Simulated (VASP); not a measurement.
Here is a VASP 6.6.1 calculation.

INCAR

```
PREC = Accurate ; ENCUT = 520
EDIFF = 1E-6 ; ISMEAR = -1
SIGMA = 0.1 ; LREAL = False
LASPH = True ; NELM = 80
ALGO = Normal ; ISIF = 2
LWAVE = False ; LCHARG = False
GGA = RE ; NBANDS = 16
```

Contents of KPOINTS:

```
Automatic mesh
0
Gamma
  9 9 10
```

File POSCAR:

```
Se
1.0
    4.8877768845      0.0000000000      0.0000000000
   -2.4438884423      4.2329389500      0.0000000000
    0.0000000000      0.0000000000      3.5500671762
Se
3
Direct
    0.0000000000      0.0000000000      0.0000000000
    0.3333333333      0.6666666667      0.5000000000
    0.6666666667      0.3333333333      0.5000000000
```

Potentials or basis: VASP PAW PBE potentials, release 64 (Se).

Launch:

```bash
$ cat potpaw_PBE.64/Se/POTCAR > POTCAR
$ mpirun -np 1 vasp_std > vasp.out
```

Problem. What does it give for the band gap on the k mesh?

Solution. Zero (band 9 reaches 4.69 eV, above the bottom of band 10 at 2.24 eV).

Problem. What does it give for the pressure?

Solution. -5.3 GPa.

Stress tensor (GPa, compression positive):
```
-6.38  0.00  0.00
 0.00 -6.38  0.00
 0.00  0.00 -3.12
```

Caveat: the PAW data sets were made with another functional, which shifts forces and pressure a little.
